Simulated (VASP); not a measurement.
# SnTe (Fm-3m) in VASP: settings compared

SnTe is run at these levels: r2SCAN, r2SCAN+rVV10; tasks: single point.

Everything below comes from runs of VASP 6.6.1. Logs are shortened: lines on timing, memory, paths and dates and some standing lists are left out, and cuts for length are marked.

### 1 The cell of the first run

It takes space group Fm-3m (No. 225, cubic). The conventional cell has a = 6.173 Å, b = 6.173 Å, c = 6.173 Å, α = 90.00°, β = 90.00°, γ = 90.00°. Te (site symmetry m-3m) has 6 Sn at 3.09 Å within 4.1 Å. Within 4.1 Å of Sn (site symmetry m-3m) lie 6 Te at 3.09 Å.

### 2 Single point, r2SCAN

POSCAR reads:

```
SnTe
1.0
    0.0000000000      3.0865288906      3.0865288906
    3.0865288906      0.0000000000      3.0865288906
    3.0865288906      3.0865288906      0.0000000000
Te Sn
1 1
Direct
    0.5000000000      0.5000000000      0.5000000000
    0.0000000000      0.0000000000      0.0000000000
```

INCAR.step1 reads:

```
PREC = Accurate ; ENCUT = 520
ISMEAR = -1 ; SIGMA = 0.05
LREAL = False ; LASPH = True
NELM = 80 ; NBANDS = 17
GGA = PE ; ALGO = Normal
EDIFF = 1E-4 ; LWAVE = True
LCHARG = False
```

INCAR.step2 reads:

```
PREC = Accurate ; ENCUT = 520
EDIFF = 1E-6 ; ISMEAR = -1
SIGMA = 0.05 ; LREAL = False
LASPH = True ; NELM = 80
ALGO = Normal ; ISIF = 2
LWAVE = False ; LCHARG = False
METAGGA = R2SCAN ; LMIXTAU = True
NBANDS = 17 ; ISTART = 1
```

KPOINTS reads:

```
regular mesh
0
Gamma
  7 7 7
```

Potentials or basis: VASP PAW PBE potentials, release 64 (Te, Sn_d).

Command:

```
$ cat potpaw_PBE.64/Te/POTCAR potpaw_PBE.64/Sn_d/POTCAR > POTCAR
$ cp INCAR.step1 INCAR
$ mpirun -np 1 vasp_std > vasp.out
$ cp INCAR.step2 INCAR
$ mpirun -np 1 vasp_std > vasp.out
```

OUTCAR:

```text
PREC = Accurate
   ENCUT = 520
   EDIFF = 1E-6
   ISMEAR = -1
   LREAL = False
   LASPH = True
   NELM = 80
   ISIF = 2
   METAGGA = R2SCAN
   ISTART = 1

 ion  position               nearest neighbor table
   1  0.500  0.500  0.500-   2 3.09   2 3.09   2 3.09   2 3.09   2 3.09   2 3.09
   2  0.000  0.000  0.000-   1 3.09   1 3.09   1 3.09   1 3.09   1 3.09   1 3.09

  LATTYP: Found a face centered cubic cell.
 ALAT       =     6.1730577812

  Lattice vectors:

 A1 = (   0.0000000000,   3.0865288906,   3.0865288906)
 A2 = (   3.0865288906,   0.0000000000,   3.0865288906)
 A3 = (   3.0865288906,   3.0865288906,   0.0000000000)

Analysis of symmetry for initial positions (statically):
[... 33 lines left out ...]
                                     Primitive cell

  volume of cell :      58.8086

  direct lattice vectors                    reciprocal lattice vectors
     0.000000000  3.086528891  3.086528891    -0.161994272  0.161994272  0.161994272
     3.086528891  0.000000000  3.086528891     0.161994272 -0.161994272  0.161994272
     3.086528891  3.086528891  0.000000000     0.161994272  0.161994272 -0.161994272

  length of vectors
     4.365011018  4.365011018  4.365011018     0.280582309  0.280582309  0.280582309

  position of ions in fractional coordinates (direct lattice)
     0.500000000  0.500000000  0.500000000
     0.000000000  0.000000000  0.000000000

  ion indices of the primitive-cell ions
   primitive index   ion index
                 1           1
                 2           2

----------------------------------------------------------------------------------------

 KPOINTS: regular mesh

Automatic generation of k-mesh.
 Grid dimensions read from file:
 generate k-points for:    7    7    7

 Generating k-lattice:

  Cartesian coordinates                     Fractional coordinates (reciprocal lattice)
    -0.023142039  0.023142039  0.023142039     0.142857143  0.000000000  0.000000000
     0.023142039 -0.023142039  0.023142039     0.000000000  0.142857143  0.000000000
     0.023142039  0.023142039 -0.023142039     0.000000000  0.000000000  0.142857143

  Length of vectors
     0.040083187  0.040083187  0.040083187

  Shift w.r.t. Gamma in fractional coordinates (k-lattice)
     0.000000000  0.000000000  0.000000000

 Subroutine IBZKPT returns following result:
 ===========================================

 Found     20 irreducible k-points:

 Following reciprocal coordinates:
            Coordinates               Weight
  0.000000  0.000000  0.000000      1.000000
  0.142857  0.000000  0.000000      8.000000
  0.285714  0.000000  0.000000      8.000000
  0.428571  0.000000  0.000000      8.000000
  0.142857  0.142857  0.000000      6.000000
  0.285714  0.142857  0.000000     24.000000
[... 12 lines left out ...]
 -0.428571  0.428571  0.142857     24.000000
 -0.285714  0.428571  0.142857     24.000000
   k-points           NKPTS =     20   k-points in BZ     NKDIM =     20   number of bands    NBANDS=     17
   number of dos      NEDOS =    301   number of ions     NIONS =      2
   total plane-waves  NPLWV =  32768
   dimension x,y,z NGX =    32 NGY =   32 NGZ =   32
   dimension x,y,z NGXF=    64 NGYF=   64 NGZF=   64
   ions per type =               1   1
   NGX,Y,Z   is equivalent  to a cutoff of  12.19, 12.19, 12.19 a.u.
   NGXF,Y,Z  is equivalent  to a cutoff of  24.38, 24.38, 24.38 a.u.
 SYSTEM =  unknown system
   PREC   = accura    normal or accurate (medium, high low for compatibility)
   ISTART =      1    job   : 0-new  1-cont  2-samecut
   ICHARG =      0    charge: 1-file 2-atom 10-const
   ISPIN  =      1    spin polarized calculation?
   LNONCOLLINEAR =      F non collinear calculations
   LSORBIT =      F    spin-orbit coupling
   LASPH  =      T    aspherical Exc in radial PAW
   ENCUT  =  520.0 eV  38.22 Ry    6.18 a.u.   8.12  8.12  8.12*2*pi/ulx,y,z
   NELM   =     80;   NELMIN=  2; NELMDL=  0     # of ELM steps
   EDIFF  = 0.1E-05   stopping-criterion for ELM
   LREAL  =      F    real-space projection
   EDIFFG = 0.1E-04   stopping-criterion for IOM
   NSW    =      0    number of steps for IOM
   IBRION =     -1    ionic relax: 0-MD 1-quasi-New 2-CG
   NFREE  =      0    steps in history (QN), initial steepest desc. (CG)
   ISIF   =      2    stress and relaxation
   ISYM   =      2    0-nonsym 1-usesym 2-fastsym
   POTIM  = 0.5000    time-step for ionic-motion
   TEBEG  =    0.0;   TEEND  =   0.0 temperature during run
   PSTRESS=    0.0 pullay stress
   NELECT =      20.0000    total number of electrons
   NUPDOWN=      -1.0000    fix difference up-down
   EMIN   =  10.00;   EMAX   =-10.00  energy-range for DOS
   EFERMI =   0.00;   METHOD = LEGACY
   ISMEAR =    -1;   SIGMA  =   0.05  broadening in eV -4-tet -1-fermi 0-gaus
   EFERMI_NEDOS =   21; number of points for ismear=-14 and -15
   IALGO  =     38    algorithm
   IMIX   =      4    mixing-type and parameters
     AMIX     =   0.40;   BMIX     =  1.00
     AMIX_MAG =   1.60;   BMIX_MAG =  1.00
  volume/ion in A,a.u.               =      29.40       198.43
  Fermi-wavevector in a.u.,A,eV,Ry     =   1.142715  2.159418 17.766446  1.305797
  Thomas-Fermi vector in A             =   2.279412
   LORBIT       =      0    0 simple, 1 ext, 2 COOP (PROOUT), +10 PAW based schemes
   METAGGA = R2SCAN    functional components
   LHFCALC =     F    Hartree Fock is set to
   AEXX    =    0.0000 exact exchange contribution
   IVDW    =     0    specifies the selected vdW correction
   LEPSILON=     F    determine dielectric tensor
   LRPA    =     F    only Hartree local field effects (RPA)
 non-spin polarized calculation
  energy-cutoff  :      520.00
  volume of cell :       58.81
 maximum number of plane-waves:      1600
   NGX = 17   NGY = 17   NGZ = 17

 number of electron      19.9999995 magnetization

 Free energy of the ion-electron system (eV)
  ---------------------------------------------------
  ext. energy  EPLUGINS =         0.00000000
  ---------------------------------------------------
  free energy    TOTEN  =       -50.60392945 eV

  energy without entropy =      -50.60346322  energy(sigma->0) =      -50.60369633

 E-fermi :   7.8848     XC(G=0): -10.3739

 val. band max:        7.6849674515   @ k =   0.4286   0.0000   0.0000
 cond. band min:       8.1232665870   @ k =   0.4286   0.0000   0.0000
 fundamental gap:      0.4382991354
 Fermi energy:         7.8847649381

 k-point     1 :       0.0000    0.0000    0.0000
  band No.  band energies     occupation
      1     -14.9682      2.00000
      2     -14.9682      2.00000
      3     -14.9521      2.00000
      4     -14.9521      2.00000
      5     -14.9521      2.00000
      6      -6.1793      2.00000
[... 9 lines left out ...]
     16      12.6648      0.00000
     17      14.8699      0.00000

 k-point     2 :       0.1429    0.0000    0.0000
  band No.  band energies     occupation
      1     -14.9695      2.00000
      2     -14.9695      2.00000
      3     -14.9517      2.00000
      4     -14.9506      2.00000
      5     -14.9506      2.00000
      6      -5.9812      2.00000
[... 9 lines left out ...]
     16      13.1190      0.00000
     17      16.3100      0.00000

 k-point     3 :       0.2857    0.0000    0.0000
  band No.  band energies     occupation
      1     -14.9729      2.00000
      2     -14.9729      2.00000
      3     -14.9509      2.00000
      4     -14.9467      2.00000
      5     -14.9467      2.00000
      6      -5.4317      2.00000
[... 9 lines left out ...]
     16      14.3597      0.00000
     17      18.9440      0.00000

 k-point     4 :       0.4286    0.0000    0.0000
  band No.  band energies     occupation
      1     -14.9759      2.00000
      2     -14.9759      2.00000
      3     -14.9503      2.00000
      4     -14.9435      2.00000
      5     -14.9434      2.00000
      6      -4.7790      2.00000
[... 9 lines left out ...]
     16      16.2390      0.00000
     17      18.1317      0.00000

 k-point     5 :       0.1429    0.1429    0.0000
  band No.  band energies     occupation
      1     -14.9729      2.00000
      2     -14.9670      2.00000
      3     -14.9531      2.00000
      4     -14.9494      2.00000
      5     -14.9494      2.00000
      6      -5.9153      2.00000
[... 9 lines left out ...]
     16      13.8740      0.00000
     17      15.1485      0.00000

 k-point     6 :       0.2857    0.1429    0.0000
  band No.  band energies     occupation
      1     -14.9774      2.00000
      2     -14.9679      2.00000
      3     -14.9528      2.00000
      4     -14.9467      2.00000
      5     -14.9459      2.00000
      6      -5.4824      2.00000
[... 9 lines left out ...]
     16      15.1251      0.00000
     17      16.8214      0.00000
[... 201 lines left out ...]
 k-point    17 :       0.4286    0.2857    0.1429
  band No.  band energies     occupation
      1     -14.9819      2.00000
      2     -14.9687      2.00000
      3     -14.9523      2.00000
      4     -14.9439      2.00000
      5     -14.9434      2.00000
      6      -4.9931      2.00000
[... 9 lines left out ...]
     16      16.6801      0.00000
     17      17.5397      0.00000

 k-point    18 :      -0.4286    0.2857    0.1429
  band No.  band energies     occupation
      1     -14.9835      2.00000
      2     -14.9713      2.00000
      3     -14.9492      2.00000
      4     -14.9449      2.00000
      5     -14.9406      2.00000
      6      -4.4559      2.00000
[... 9 lines left out ...]
     16      17.0704      0.00000
     17      18.5241      0.00000

 k-point    19 :      -0.4286    0.4286    0.1429
  band No.  band energies     occupation
      1     -14.9910      2.00000
      2     -14.9661      2.00000
      3     -14.9536      2.00000
      4     -14.9415      2.00000
      5     -14.9380      2.00000
      6      -4.3014      2.00000
[... 9 lines left out ...]
     16      18.0541      0.00000
     17      18.9256      0.00000

 k-point    20 :      -0.2857    0.4286    0.1429
  band No.  band energies     occupation
      1     -14.9878      2.00000
      2     -14.9694      2.00000
      3     -14.9494      2.00000
      4     -14.9453      2.00000
      5     -14.9380      2.00000
      6      -4.1870      2.00000
[... 9 lines left out ...]
     16      18.1254      0.00000
     17      18.9868      0.00000

------------------------ aborting loop because EDIFF is reached ----------------------------------------

  FORCE on cell =-STRESS in cart. coord.  units (eV):
  Direction    XX          YY          ZZ          XY          YZ          ZX
  --------------------------------------------------------------------------------------
  -------------------------------------------------------------------------------------
  Total        1.8666566      1.8666566      1.8666566      0.0000000      0.0000000      0.0000000
  in kB       50.8550371     50.8550371     50.8550371      0.0000000      0.0000000      0.0000000
  external PRESSURE =      50.8550371 kB  Pullay stress =       0.0000000 kB

 VOLUME and BASIS-vectors are now :
 -----------------------------------------------------------------------------
  energy-cutoff  :      520.00
  volume of cell :       58.81
      direct lattice vectors                 reciprocal lattice vectors
     0.000000000  3.086528891  3.086528891    -0.161994272  0.161994272  0.161994272
     3.086528891  0.000000000  3.086528891     0.161994272 -0.161994272  0.161994272
     3.086528891  3.086528891  0.000000000     0.161994272  0.161994272 -0.161994272

 POSITION                                       TOTAL-FORCE (eV/Angst)
 -----------------------------------------------------------------------------------
      3.08653      3.08653      3.08653         0.000000      0.000000      0.000000
      0.00000      0.00000      0.00000        -0.000000     -0.000000     -0.000000
 -----------------------------------------------------------------------------------
    total drift:                                0.000000     -0.000000     -0.000000

  FREE ENERGIE OF THE ION-ELECTRON SYSTEM (eV)
  ---------------------------------------------------
  free  energy   TOTEN  =       -50.6039294478 eV

  energy  without entropy=      -50.6034632217  energy(sigma->0) =      -50.60369633
```

It took 48 s on 1 thread of Intel Xeon Platinum 8259CL at 2.50GHz (Skylake/Cascade Lake), shared host; peak memory 0.19 GiB.

Results:

- Free energy: -50.6039 eV
- Pressure: 5.1 GPa

Caveat: this odd mesh misses L, where the gap lies, so gap, dielectric constants and Born charges aren't listed; the PAW data sets were made with another functional, which shifts forces and pressure a little; spin-orbit coupling is left out, which moves the levels of the heavy elements.

### 3 Single point, r2SCAN

This run uses another cell than the first one, of 30.03 Å³/atom, 1.021 times its volume.

POSCAR reads:

```
SnTe
1.0
    0.0000000000      3.1082657258      3.1082657258
    3.1082657258      0.0000000000      3.1082657258
    3.1082657258      3.1082657258      0.0000000000
Te Sn
1 1
Direct
    0.5000000000      0.5000000000      0.5000000000
    0.0000000000      0.0000000000      0.0000000000
```

INCAR.step1 reads:

```
SYSTEM = SnTe
  PREC = Accurate
  ENCUT = 520
  ISMEAR = -1
  SIGMA = 0.05
  LREAL = .FALSE.
  LASPH = .TRUE.
  NELM = 100
  NBANDS = 17
  GGA = PE
  ALGO = Normal
  EDIFF = 1E-4
  LWAVE = .TRUE.
  LCHARG = .FALSE.
```

INCAR.step2 reads:

```
SYSTEM = SnTe
  PREC = Accurate
  ENCUT = 520
  EDIFF = 1E-6
  ISMEAR = -1
  SIGMA = 0.05
  LREAL = .FALSE.
  LASPH = .TRUE.
  NELM = 100
  ALGO = Normal
  ISIF = 2
  LWAVE = .FALSE.
  LCHARG = .FALSE.
  METAGGA = R2SCAN
  LMIXTAU = .TRUE.
  NBANDS = 17
  ISTART = 1
```

KPOINTS reads:

```
Automatic mesh
0
G
  7 7 7
  0 0 0
```

Potentials or basis: VASP PAW PBE potentials, release 64 (Te, Sn_d).

Command:

```
$ cat potpaw_PBE.64/Te/POTCAR potpaw_PBE.64/Sn_d/POTCAR > POTCAR
$ cp INCAR.step1 INCAR
$ mpirun -np 1 vasp_std > vasp.out
$ cp INCAR.step2 INCAR
$ mpirun -np 1 vasp_std > vasp.out
```

Run time: 68 s. Hardware: 1 thread of Intel Xeon Platinum 8259CL at 2.50GHz (Skylake/Cascade Lake), shared host; peak memory 0.21 GiB.

The run converged. Its results:

```yaml
Free_energy: -50.6387 eV
Pressure: 3.8 GPa
```

Levels at points of the mesh, in eV from the Fermi level:
| k point | band 7 | band 8 | band 9 | band 10 | band 11 | band 12 | band 13 | band 14 |
| --- | --- | --- | --- | --- | --- | --- | --- | --- |
| (0.00, 0.00, 0.00) | -4.61 | -2.68 | -2.68 | -2.68 | 3.47 | 3.47 | 3.47 | 4.82 |

Caveat: this odd mesh misses L, where the gap lies, so gap, dielectric constants and Born charges aren't listed; the PAW data sets were made with another functional, which shifts forces and pressure a little; spin-orbit coupling is left out, which moves the levels of the heavy elements.

(Continued in part 2 of 2.)
